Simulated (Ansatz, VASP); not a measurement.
**One calculation of Cu, two programs**

```
Cu
1.0
     0.00000    1.80750    1.80750
     1.80750    0.00000    1.80750
     1.80750    1.80750    0.00000
Cu
1
Direct
  0.00000 0.00000 0.00000
```

Alike in both runs: task single point; functional r2SCAN; k mesh 10 × 10 × 10; occupations fermi-dirac, width 0.25 eV; no spin polarisation.

```csv
,VASP,Ansatz
version,VASP 6.6.1,Ansatz 0.2.0
potentials or method,"VASP PAW PBE potentials, release 64 (Cu)","plane waves, PAW"
plane-wave cutoff (eV),660,500
valence electrons in the cell,11,19
```

|  | VASP | Ansatz | Ansatz less VASP |
| --- | --- | --- | --- |
| pressure (GPa) | -4.0 | -4.5 | -0.44 |

VASP's potentials were made for PBE, not for r2SCAN. VASP's potentials hold 11 valence electrons a cell and Ansatz's 19, so a difference there can come from the potentials and not from the codes. Ansatz's warnings: stress scf threshold loose.
